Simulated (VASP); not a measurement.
# InSb (I-4m2) in VASP: notebook, part 2 of 2

VASP 6.6.1. Earlier steps stand in the parts before.

## 3. Single point, r2SCAN (strain -0.0150 x Voigt [0, 0, 1, 0, 0, 0])

POSCAR

```
InSb
1.0
    0.0000000000      3.2391000000      3.1905135000
    3.2391000000      0.0000000000      3.1905135000
    3.2391000000      3.2391000000      0.0000000000
In Sb
1 1
Direct
    0.0000000000      0.0000000000      0.0000000000
    0.7500000000      0.7500000000      0.7500000000
```

INCAR.step1

```
PREC     = Accurate       # precision mode
ENCUT    = 520            # plane-wave cutoff, eV
ISMEAR   = 0              # smearing method
SIGMA    = 0.03           # smearing width, eV
LREAL    = False          # projectors in reciprocal space
LASPH    = True           # aspherical terms in the spheres
NELM     = 100            # most SCF steps
NBANDS   = 16             # bands
GGA      = PE             # functional
ALGO     = Normal         # electronic algorithm
EDIFF    = 1E-4           # SCF threshold, eV
LWAVE    = True           # write WAVECAR
LCHARG   = False          # write CHGCAR
```

INCAR.step2

```
PREC     = Accurate       # precision mode
ENCUT    = 520            # plane-wave cutoff, eV
EDIFF    = 1E-6           # SCF threshold, eV
ISMEAR   = 0              # smearing method
SIGMA    = 0.03           # smearing width, eV
LREAL    = False          # projectors in reciprocal space
LASPH    = True           # aspherical terms in the spheres
NELM     = 100            # most SCF steps
ALGO     = Normal         # electronic algorithm
ISIF     = 2              # what is computed and relaxed
LWAVE    = False          # write WAVECAR
LCHARG   = False          # write CHGCAR
METAGGA  = R2SCAN         # meta-GGA
LMIXTAU  = True         
NBANDS   = 16             # bands
ISTART   = 1
```

KPOINTS

```
regular mesh
0
Gamma
  10 10 10
```

Potentials or basis: VASP PAW PBE potentials, release 64 (In_d, Sb).

Started as:

```bash
$ cat potpaw_PBE.64/In_d/POTCAR potpaw_PBE.64/Sb/POTCAR > POTCAR
$ cp INCAR.step1 INCAR
$ mpirun -np 1 vasp_std > vasp.out
$ cp INCAR.step2 INCAR
$ mpirun -np 1 vasp_std > vasp.out
```

OUTCAR:

```text
PREC = Accurate
   ENCUT = 520
   EDIFF = 1E-6
   ISMEAR = 0
   LREAL = False
   LASPH = True
   NELM = 100
   ISIF = 2
   METAGGA = R2SCAN
   ISTART = 1

 ion  position               nearest neighbor table
   1  0.000  0.000  0.000-   2 2.79   2 2.79   2 2.79   2 2.79
   2  0.750  0.750  0.750-   1 2.79   1 2.79   1 2.79   1 2.79

  LATTYP: Found a body centered tetragonal cell.
 ALAT       =     4.5807791499
 C/A-ratio  =     1.3930003589

  Lattice vectors:

 A1 = (   0.0000000000,  -3.2391000000,  -3.1905135000)
 A2 = (   0.0000000000,   3.2391000000,  -3.1905135000)
 A3 = (   3.2391000000,   0.0000000000,   3.1905135000)

Analysis of symmetry for initial positions (statically):
=====================================================================
 Subroutine PRICEL returns:
 Original cell was already a primitive cell.

 Routine SETGRP: Setting up the symmetry group for a
 body centered tetragonal supercell.

 Subroutine GETGRP returns: Found  8 space group operations
 (whereof  8 operations were pure point group operations)
 out of a pool of 16 trial point group operations.

The static configuration has the point symmetry D_2d.

[... 162 lines left out ...]

 val. band max:        5.1416807706   @ k =   0.0000   0.0000   0.0000
 cond. band min:       5.4238064814   @ k =   0.0000   0.0000   0.0000
 fundamental gap:      0.2821257109
 Fermi energy:         5.2802341975

 k-point     1 :       0.0000    0.0000    0.0000
  band No.  band energies     occupation
      1     -10.0403      2.00000
      2     -10.0403      2.00000
      3     -10.0373      2.00000
      4      -9.9335      2.00000
      5      -9.9313      2.00000
      6      -6.1362      2.00000
[... 433 lines left out ...]
      3     -10.0003      2.00000
      4      -9.9503      2.00000
      5      -9.9228      2.00000
      6      -4.6287      2.00000
[... 8 lines left out ...]
     15      15.2179      0.00000
     16      15.8987      0.00000

 [... further k-points ...]

------------------------ aborting loop because EDIFF is reached ----------------------------------------

  FORCE on cell =-STRESS in cart. coord.  units (eV):
  Direction    XX          YY          ZZ          XY          YZ          ZX
  --------------------------------------------------------------------------------------
  -------------------------------------------------------------------------------------
  Total        0.9775478      0.9775478      1.1601927      0.0000000      0.0000000      0.0000000
  in kB       23.3942583     23.3942583     27.7652387      0.0000000      0.0000000      0.0000000
  external PRESSURE =      24.8512518 kB  Pullay stress =       0.0000000 kB

 VOLUME and BASIS-vectors are now :
 -----------------------------------------------------------------------------
  energy-cutoff  :      520.00
  volume of cell :       66.95
      direct lattice vectors                 reciprocal lattice vectors
     0.000000000  3.239100000  3.190513500    -0.154363867  0.154363867  0.156714585
     3.239100000  0.000000000  3.190513500     0.154363867 -0.154363867  0.156714585
     3.239100000  3.239100000  0.000000000     0.154363867  0.154363867 -0.156714585

 POSITION                                       TOTAL-FORCE (eV/Angst)
 -----------------------------------------------------------------------------------
      0.00000      0.00000      0.00000        -0.000000     -0.000000     -0.000000
      4.85865      4.85865      4.78577         0.000000      0.000000      0.000000
 -----------------------------------------------------------------------------------
    total drift:                                0.000002      0.000002      0.000003

  FREE ENERGIE OF THE ION-ELECTRON SYSTEM (eV)
  ---------------------------------------------------
  free  energy   TOTEN  =       -48.7400707856 eV

  energy  without entropy=      -48.7400707856  energy(sigma->0) =      -48.74007079
```

OSZICAR.step1:

```text
N       E                     dE             d eps       ncg     rms          rms(c)
DAV:   1     0.113479327638E+03    0.11348E+03   -0.79278E+03  3272   0.111E+03
DAV:   2     0.214125642188E+00   -0.11327E+03   -0.10958E+03  3696   0.287E+02
DAV:   3    -0.678874869091E+01   -0.70029E+01   -0.69798E+01  4168   0.722E+01
DAV:   4    -0.698492902873E+01   -0.19618E+00   -0.19615E+00  4104   0.139E+01
DAV:   5    -0.699604130220E+01   -0.11112E-01   -0.11112E-01  4928   0.273E+00    0.429E+00
DAV:   6    -0.689567304930E+01    0.10037E+00   -0.15344E-01  4712   0.607E+00    0.248E+00
DAV:   7    -0.688081050499E+01    0.14863E-01   -0.71491E-02  4440   0.253E+00    0.637E-01
DAV:   8    -0.688175883663E+01   -0.94833E-03   -0.78651E-03  4280   0.103E+00    0.271E-01
DAV:   9    -0.688240073489E+01   -0.64190E-03   -0.97213E-04  4000   0.260E-01    0.766E-02
DAV:  10    -0.688243876352E+01   -0.38029E-04   -0.39108E-05  3504   0.482E-02
   1 F= -.68824388E+01 E0= -.68824336E+01  d E =-.102295E-04
```

It took 4 min on 1 thread of Intel Xeon Platinum 8488C (Sapphire Rapids), shared host; peak memory 0.3 GiB.

What came out:

```yaml
Free_energy: -48.7401 eV
Pressure: 2.5 GPa
Band_gap_on_the_k_mesh: 0.28 eV, direct
```

Caveat: the cell differs from its parent crystal (strain -0.0150 x Voigt [0, 0, 1, 0, 0, 0]); the PAW data sets were made with another functional, which shifts forces and pressure a little; spin-orbit coupling is left out, which moves the levels of the heavy elements.

## 4. Single point, r2SCAN (strain -0.0100 x Voigt [0, 0, 1, 0, 0, 0])

POSCAR

```
InSb
1.0
    0.0000000000      3.2391000000      3.2067090000
    3.2391000000      0.0000000000      3.2067090000
    3.2391000000      3.2391000000      0.0000000000
In Sb
1 1
Direct
    0.0000000000      0.0000000000      0.0000000000
    0.7500000000      0.7500000000      0.7500000000
```

INCAR.step1

```
PREC = Accurate
ENCUT = 520
ISMEAR = 0
SIGMA = 0.03
LREAL = F
LASPH = T
NELM = 100
NBANDS = 16
GGA = PE
ALGO = Normal
EDIFF = 1E-4
LWAVE = T
LCHARG = F
```

INCAR.step2

```
PREC = Accurate
ENCUT = 520
EDIFF = 1E-7
ISMEAR = 0
SIGMA = 0.03
LREAL = F
LASPH = T
NELM = 100
ALGO = Normal
ISIF = 2
LWAVE = F
LCHARG = F
METAGGA = R2SCAN
LMIXTAU = T
NBANDS = 16
ISTART = 1
```

KPOINTS

```
Automatic mesh
0
Gamma
  10 10 10
```

Potentials or basis: VASP PAW PBE potentials, release 64 (In_d, Sb).

Started as:

```bash
$ cat potpaw_PBE.64/In_d/POTCAR potpaw_PBE.64/Sb/POTCAR > POTCAR
$ cp INCAR.step1 INCAR
$ mpirun -np 1 vasp_std > vasp.out
$ cp INCAR.step2 INCAR
$ mpirun -np 1 vasp_std > vasp.out
```

OUTCAR:

```text
PREC = Accurate
   ENCUT = 520
   EDIFF = 1E-7
   ISMEAR = 0
   LREAL = F
   LASPH = T
   NELM = 100
   ISIF = 2
   METAGGA = R2SCAN
   ISTART = 1

 ion  position               nearest neighbor table
   1  0.000  0.000  0.000-   2 2.80   2 2.80   2 2.80   2 2.80
   2  0.750  0.750  0.750-   1 2.80   1 2.80   1 2.80   1 2.80

  LATTYP: Found a body centered tetragonal cell.
 ALAT       =     4.5807791499
 C/A-ratio  =     1.4000714267

  Lattice vectors:

[... 641 lines left out ...]

 [... further k-points ...]

------------------------ aborting loop because EDIFF is reached ----------------------------------------

  FORCE on cell =-STRESS in cart. coord.  units (eV):
  Direction    XX          YY          ZZ          XY          YZ          ZX
  --------------------------------------------------------------------------------------
  -------------------------------------------------------------------------------------
  Total        0.8947854      0.8947854      1.0185108      0.0000000      0.0000000      0.0000000
  in kB       21.3054742     21.3054742     24.2514632      0.0000000      0.0000000      0.0000000
  external PRESSURE =      22.2874705 kB  Pullay stress =       0.0000000 kB

 VOLUME and BASIS-vectors are now :
 -----------------------------------------------------------------------------
  energy-cutoff  :      520.00
  volume of cell :       67.29
      direct lattice vectors                 reciprocal lattice vectors
     0.000000000  3.239100000  3.206709000    -0.154363867  0.154363867  0.155923097
     3.239100000  0.000000000  3.206709000     0.154363867 -0.154363867  0.155923097
     3.239100000  3.239100000  0.000000000     0.154363867  0.154363867 -0.155923097

 POSITION                                       TOTAL-FORCE (eV/Angst)
 -----------------------------------------------------------------------------------
      0.00000      0.00000      0.00000         0.000000      0.000000     -0.000000
      4.85865      4.85865      4.81006        -0.000000     -0.000000      0.000000
 -----------------------------------------------------------------------------------
    total drift:                                0.000002      0.000002      0.000003

  FREE ENERGIE OF THE ION-ELECTRON SYSTEM (eV)
  ---------------------------------------------------
  free  energy   TOTEN  =       -48.7456824028 eV

  energy  without entropy=      -48.7456824028  energy(sigma->0) =      -48.74568240
```

OSZICAR.step1:

```text
N       E                     dE             d eps       ncg     rms          rms(c)
DAV:   1     0.113865352703E+03    0.11387E+03   -0.79461E+03  3264   0.112E+03
DAV:   2     0.376930215301E+00   -0.11349E+03   -0.10947E+03  3672   0.285E+02
DAV:   3    -0.679398389436E+01   -0.71709E+01   -0.71449E+01  4128   0.728E+01
DAV:   4    -0.699372287813E+01   -0.19974E+00   -0.19970E+00  4184   0.139E+01
DAV:   5    -0.700344403945E+01   -0.97212E-02   -0.97210E-02  4936   0.250E+00    0.425E+00
DAV:   6    -0.690381909391E+01    0.99625E-01   -0.15332E-01  4696   0.606E+00    0.247E+00
DAV:   7    -0.688929313051E+01    0.14526E-01   -0.71025E-02  4368   0.250E+00    0.632E-01
DAV:   8    -0.689024896279E+01   -0.95583E-03   -0.78206E-03  4328   0.103E+00    0.275E-01
DAV:   9    -0.689090155488E+01   -0.65259E-03   -0.97542E-04  4016   0.261E-01    0.749E-02
DAV:  10    -0.689093797282E+01   -0.36418E-04   -0.36870E-05  3432   0.452E-02
   1 F= -.68909380E+01 E0= -.68909260E+01  d E =-.238488E-04
```

Run time: 6.7 min. Hardware: 1 thread of Intel Xeon Platinum 8488C (Sapphire Rapids), shared host; peak memory 0.3 GiB.

Results:

| Item | Value |
| --- | --- |
| Free energy | -48.7457 eV |
| Pressure | 2.2 GPa |
| Band gap on the k mesh | 0.27 eV, direct |

Caveat: the cell differs from its parent crystal (strain -0.0100 x Voigt [0, 0, 1, 0, 0, 0]); the PAW data sets were made with another functional, which shifts forces and pressure a little; spin-orbit coupling is left out, which moves the levels of the heavy elements.

## 5. Summary

```csv
cell,gap on the mesh (eV),pressure (GPa)
"a = 4.535, b = 4.535, c = 4.581 Å, angles 59.7, 59.7, 60.7°, 2 atoms",0.30,2.8
"a = 4.547, b = 4.547, c = 4.581 Å, angles 59.8, 59.8, 60.5°, 2 atoms",0.28,2.5
"a = 4.558, b = 4.558, c = 4.581 Å, angles 59.8, 59.8, 60.3°, 2 atoms",0.27,2.2
```

Alike in all rows: task single point; level r2SCAN; potentials or basis VASP PAW PBE potentials, release 64 (In_d, Sb); no spin polarisation; k mesh 10 × 10 × 10; cutoff (eV) 520; smearing gaussian 0.03 eV.

Caveats: the PAW data sets were made with another functional, which shifts forces and pressure a little; spin-orbit coupling is left out, which moves the levels of the heavy elements.

Total energies depend on the potentials used, so only differences within one code and one set of settings carry meaning.
